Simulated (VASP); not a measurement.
# In3Ga (Fm-3m) in VASP: single point with LDA

Aim: the single point of In3Ga with LDA.

Everything below comes from runs of VASP 6.6.1. Logs are shortened: lines on timing, memory, paths and dates and some standing lists are left out, and cuts for length are marked.

## (1) The cell of the first run

It takes space group Fm-3m (No. 225, cubic). Conventional cell: a = 7.331 Å, b = 7.331 Å, c = 7.331 Å, α = 90.00°, β = 90.00°, γ = 90.00°. Within 4.2 Å of In (site symmetry -43m) lie 10 In at 3.17 to 3.67 Å and 4 Ga at 3.17 Å. Within 4.2 Å of In (site symmetry m-3m) lie 8 In at 3.17 Å and 6 Ga at 3.67 Å. Ga (site symmetry m-3m) has 14 In at 3.17 to 3.67 Å within 4.2 Å.

## (2) Single point, LDA

Input file INCAR:

```
PREC = Accurate ; ENCUT = 500
EDIFF = 1E-6 ; ISMEAR = -1
SIGMA = 0.1 ; LREAL = F
LASPH = T ; NELM = 120
ALGO = Normal ; ISIF = 2
LWAVE = F ; LCHARG = F
GGA = CA ; NBANDS = 34
ISYM = 0 ; GGA_COMPAT = F
```

Input file KPOINTS:

```
Automatic mesh
0
Gamma
  7 7 7
  0.5 0.5 0.5
```

Input file POSCAR:

```
In3Ga
1.0
    0.0000000000      3.6656415000      3.6656415000
    3.6656415000      0.0000000000      3.6656415000
    3.6656415000      3.6656415000      0.0000000000
In Ga
3 1
Direct
    0.2500000000      0.2500000000      0.2500000000
    0.7500000000      0.7500000000      0.7500000000
    0.5000000000      0.5000000000      0.5000000000
    0.0000000000      0.0000000000      0.0000000000
```

Potentials or basis: VASP PAW LDA potentials, release 64 (In_d, Ga_d).

Run with:

```
cat potpaw_LDA.64/In_d/POTCAR potpaw_LDA.64/Ga_d/POTCAR > POTCAR
mpirun -np 1 vasp_std > vasp.out
```

OUTCAR:

```text
PREC = Accurate
   ENCUT = 500
   EDIFF = 1E-6
   ISMEAR = -1
   LREAL = F
   LASPH = T
   NELM = 120
   ISIF = 2
   GGA = CA
   ISYM = 0

 ion  position               nearest neighbor table
   1  0.250  0.250  0.250-   4 3.17   4 3.17   4 3.17   3 3.17   4 3.17   3 3.17   3 3.17   3 3.17
                             2 3.67   2 3.67   2 3.67   2 3.67   2 3.67   2 3.67
   2  0.750  0.750  0.750-   3 3.17   3 3.17   3 3.17   3 3.17   4 3.17   4 3.17   4 3.17   4 3.17
                             1 3.67   1 3.67   1 3.67   1 3.67   1 3.67   1 3.67
   3  0.500  0.500  0.500-   1 3.17   1 3.17   1 3.17   1 3.17   2 3.17   2 3.17   2 3.17   2 3.17

   4  0.000  0.000  0.000-   2 3.17   2 3.17   2 3.17   1 3.17   2 3.17   1 3.17   1 3.17   1 3.17

IMPORTANT INFORMATION: All symmetrisations will be switched off!
NOSYMM: (Re-)initialisation of all symmetry stuff for point group C_1.

----------------------------------------------------------------------------------------

                                     Primitive cell

  volume of cell :      98.5099

  direct lattice vectors                    reciprocal lattice vectors
     0.000000000  3.665641500  3.665641500    -0.136401773  0.136401773  0.136401773
     3.665641500  0.000000000  3.665641500     0.136401773 -0.136401773  0.136401773
     3.665641500  3.665641500  0.000000000     0.136401773  0.136401773 -0.136401773

  length of vectors
     5.183999924  5.183999924  5.183999924     0.236254801  0.236254801  0.236254801

  position of ions in fractional coordinates (direct lattice)
     0.250000000  0.250000000  0.250000000
     0.750000000  0.750000000  0.750000000
     0.500000000  0.500000000  0.500000000
     0.000000000  0.000000000  0.000000000

  ion indices of the primitive-cell ions
   primitive index   ion index
                 1           1
                 2           2
                 3           3
                 4           4

----------------------------------------------------------------------------------------

 KPOINTS: Automatic mesh

Automatic generation of k-mesh.
 Grid dimensions read from file:
 generate k-points for:    7    7    7

 Generating k-lattice:

  Cartesian coordinates                     Fractional coordinates (reciprocal lattice)
    -0.019485968  0.019485968  0.019485968     0.142857143  0.000000000  0.000000000
     0.019485968 -0.019485968  0.019485968     0.000000000  0.142857143  0.000000000
[... 57 lines left out ...]
   NELM   =    120;   NELMIN=  2; NELMDL= -5     # of ELM steps
   EDIFF  = 0.1E-05   stopping-criterion for ELM
   LREAL  =      F    real-space projection
   EDIFFG = 0.1E-04   stopping-criterion for IOM
   NSW    =      0    number of steps for IOM
   IBRION =     -1    ionic relax: 0-MD 1-quasi-New 2-CG
   NFREE  =      0    steps in history (QN), initial steepest desc. (CG)
   ISIF   =      2    stress and relaxation
   ISYM   =      0    0-nonsym 1-usesym 2-fastsym
   POTIM  = 0.5000    time-step for ionic-motion
   TEBEG  =    0.0;   TEEND  =   0.0 temperature during run
   PSTRESS=    0.0 pullay stress
   NELECT =      52.0000    total number of electrons
   NUPDOWN=      -1.0000    fix difference up-down
   EMIN   =  10.00;   EMAX   =-10.00  energy-range for DOS
   EFERMI =   0.00;   METHOD = LEGACY
   ISMEAR =    -1;   SIGMA  =   0.10  broadening in eV -4-tet -1-fermi 0-gaus
   EFERMI_NEDOS =   21; number of points for ismear=-14 and -15
   IALGO  =     38    algorithm
   IMIX   =      4    mixing-type and parameters
     AMIX     =   0.40;   BMIX     =  1.00
     AMIX_MAG =   1.60;   BMIX_MAG =  1.00
  volume/ion in A,a.u.               =      24.63       166.19
  Fermi-wavevector in a.u.,A,eV,Ry     =   1.323069  2.500239 23.817170  1.750513
  Thomas-Fermi vector in A             =   2.452704
   LORBIT       =      0    0 simple, 1 ext, 2 COOP (PROOUT), +10 PAW based schemes
   GGA     = CA    functional components
   LHFCALC =     F    Hartree Fock is set to
   AEXX    =    0.0000 exact exchange contribution
   IVDW    =     0    specifies the selected vdW correction
   LEPSILON=     F    determine dielectric tensor
   LRPA    =     F    only Hartree local field effects (RPA)
 non-spin polarized calculation
  energy-cutoff  :      500.00
  volume of cell :       98.51
 maximum number of plane-waves:      2531
 NGX is ok and might be reduce to    40
   NGX = 19   NGY = 19   NGZ = 19

 number of electron      52.0000018 magnetization

 Free energy of the ion-electron system (eV)
  ---------------------------------------------------
  ext. energy  EPLUGINS =         0.00000000
  ---------------------------------------------------
  free energy    TOTEN  =       -13.01980259 eV

  energy without entropy =      -12.96476389  energy(sigma->0) =      -12.99228324

 E-fermi :   6.6982     XC(G=0): -10.6328

 val. band max:        6.6726774770   @ k =  -0.4286  -0.1429  -0.2143
 cond. band min:       6.6999388799   @ k =   0.0714  -0.1429   0.0000
 fundamental gap:      0.0272614029
 Fermi energy:         6.6982228525

 k-point     1 :       0.0714    0.0714    0.0714
  band No.  band energies     occupation
      1      -8.2357      2.00000
      2      -8.2357      2.00000
      3      -8.2291      2.00000
      4      -8.2290      2.00000
      5      -8.2290      2.00000
      6      -7.8797      2.00000
[... 877 lines left out ...]
     33      12.6615      0.00000
     34      12.9523      0.00000

 [... further k-points ...]

------------------------ aborting loop because EDIFF is reached ----------------------------------------

  FORCE on cell =-STRESS in cart. coord.  units (eV):
  Direction    XX          YY          ZZ          XY          YZ          ZX
  --------------------------------------------------------------------------------------
  -------------------------------------------------------------------------------------
  Total       -1.7702244     -1.7702503     -1.7702113      0.0000045     -0.0000178     -0.0000058
  in kB      -28.7911451    -28.7915659    -28.7909317      0.0000730     -0.0002888     -0.0000942
  external PRESSURE =     -28.7912142 kB  Pullay stress =       0.0000000 kB

 VOLUME and BASIS-vectors are now :
 -----------------------------------------------------------------------------
  energy-cutoff  :      500.00
  volume of cell :       98.51
      direct lattice vectors                 reciprocal lattice vectors
     0.000000000  3.665641500  3.665641500    -0.136401773  0.136401773  0.136401773
     3.665641500  0.000000000  3.665641500     0.136401773 -0.136401773  0.136401773
     3.665641500  3.665641500  0.000000000     0.136401773  0.136401773 -0.136401773

 POSITION                                       TOTAL-FORCE (eV/Angst)
 -----------------------------------------------------------------------------------
      1.83282      1.83282      1.83282         0.000003     -0.000001      0.000000
      5.49846      5.49846      5.49846        -0.000003      0.000001     -0.000003
      3.66564      3.66564      3.66564        -0.000001      0.000001      0.000002
      0.00000      0.00000      0.00000         0.000001     -0.000000      0.000000
 -----------------------------------------------------------------------------------
    total drift:                                0.000001      0.000001     -0.000004

  FREE ENERGIE OF THE ION-ELECTRON SYSTEM (eV)
  ---------------------------------------------------
  free  energy   TOTEN  =       -13.0198025931 eV

  energy  without entropy=      -12.9647638911  energy(sigma->0) =      -12.99228324
```

OSZICAR:

```text
N       E                     dE             d eps       ncg     rms          rms(c)
DAV:   1     0.458740969693E+03    0.45874E+03   -0.25020E+04 48638   0.228E+03
DAV:   2     0.402534290605E+02   -0.41849E+03   -0.41086E+03 47104   0.491E+02
DAV:   3    -0.110626746496E+02   -0.51316E+02   -0.50714E+02 53550   0.185E+02
DAV:   4    -0.130677443106E+02   -0.20051E+01   -0.19978E+01 55250   0.402E+01
DAV:   5    -0.131552080441E+02   -0.87464E-01   -0.87448E-01 75672   0.740E+00    0.450E+00
DAV:   6    -0.130465664138E+02    0.10864E+00   -0.20589E-01 62482   0.582E+00    0.214E+00
DAV:   7    -0.130221806601E+02    0.24386E-01   -0.58371E-02 63742   0.263E+00    0.433E-01
DAV:   8    -0.130198097187E+02    0.23709E-02   -0.64040E-03 53100   0.977E-01    0.733E-02
DAV:   9    -0.130198021915E+02    0.75272E-05   -0.59310E-04 84144   0.212E-01    0.495E-02
DAV:  10    -0.130198021247E+02    0.66867E-07   -0.28352E-05 56502   0.928E-02    0.112E-02
DAV:  11    -0.130198025931E+02   -0.46844E-06   -0.37037E-06 43950   0.228E-02
   1 F= -.13019803E+02 E0= -.12992283E+02  d E =-.550387E-01
```

Run time: 15 min. Hardware: 1 thread of Intel Xeon 6975P-C (Granite Rapids), shared host; peak memory 1.6 GiB.

Results:

* Free energy: -13.0198 eV
* Pressure: -2.9 GPa
* Band gap on the k mesh: zero (bands 26 and 27 overlap by 1.56 eV)

Levels at points of the mesh, in eV from the Fermi level:
```tsv
k point	band 23	band 24	band 25	band 26	band 27	band 28	band 29	band 30
(0.50, 0.50, 0.50)	-2.91	-2.21	-0.77	-0.77	-0.74	-0.74	3.31	3.43
(0.50, 0.00, 0.00)	-2.91	-2.21	-0.77	-0.77	-0.74	-0.74	3.31	3.43
(0.00, 0.00, 0.50)	-2.91	-2.21	-0.77	-0.77	-0.74	-0.74	3.31	3.43
(0.00, 0.50, 0.00)	-2.91	-2.21	-0.77	-0.77	-0.74	-0.74	3.31	3.43
```

Caveat: spin-orbit coupling is left out, which moves the levels of the heavy elements.

The gap in the log of VASP goes by the Fermi energy; the results here count the filled bands.